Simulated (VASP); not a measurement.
Input of a VASP 6.6.1 run:

File INCAR:

```
PREC = Accurate ; ENCUT = 600
EDIFF = 1E-6 ; ISMEAR = 0
SIGMA = 0.1 ; LREAL = F
LASPH = T ; NELM = 60
ALGO = Normal ; ISIF = 3
LWAVE = F ; LCHARG = F
GGA = PE ; IBRION = 2
NSW = 100 ; EDIFFG = -0.01
```

File KPOINTS:

```
regular mesh
0
Gamma
  8 8 8
```

File POSCAR:

```
CaB3Sb3
1.0
    5.1516378182      0.0000000000      0.0000000000
    0.0000000000      5.1516378182      0.0000000000
    0.0000000000      0.0000000000      5.1516378182
Ca B Sb
1 3 3
Direct
    0.0000000000      0.0000000000      0.0000000000
    0.0000000000      0.5000000000      0.0000000000
    0.5000000000      0.0000000000      0.0000000000
    0.0000000000      0.0000000000      0.5000000000
    0.0000000000      0.5000000000      0.5000000000
    0.5000000000      0.0000000000      0.5000000000
    0.5000000000      0.5000000000      0.0000000000
```

Potentials or basis: VASP PAW PBE potentials, release 64 (Ca_sv, B, Sb).

Command:

```sh
$ cat potpaw_PBE.64/Ca_sv/POTCAR potpaw_PBE.64/B/POTCAR potpaw_PBE.64/Sb/POTCAR > POTCAR
$ mpirun -np 1 vasp_std > vasp.out
```

(1) Predict the relaxed volume.

(2) Estimate the space group after relaxing (to 0.1 Å).

Answers

(1) 19.25 Å³/atom.

(2) Pm-3m (No. 221).
